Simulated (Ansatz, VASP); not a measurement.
**One calculation of P, two programs**

```
CELL_PARAMETERS angstrom
0.00000 1.93639 1.93639
1.93639 0.00000 1.93639
1.93639 1.93639 0.00000
ATOMIC_POSITIONS crystal
P 0.00000 0.00000 0.00000
```

Alike in both runs: functional PBE; k mesh 17 × 17 × 17; occupations fermi-dirac, width 0.08 eV; no spin polarisation.

Ansatz relaxed the structure, and its values are those at the end. VASP's run is a single point on that final structure, the one shown.

|  | VASP | Ansatz |
| --- | --- | --- |
| version | VASP 6.6.1 | Ansatz 0.2.0 |
| potentials or method | VASP PAW PBE potentials, release 64 (P) | PAW with Ansatz's default frozen-core files, scalar-relativistic |
| plane-wave cutoff (eV) | 520 | 420 |
| valence electrons in the cell | 5 | 5 |

|  | VASP | Ansatz | Ansatz less VASP |
| --- | --- | --- | --- |
| pressure (GPa) | -0.2 | 0.0 | +0.18 |

The functional is the same, so the differences come from potentials, cutoffs and numerics.
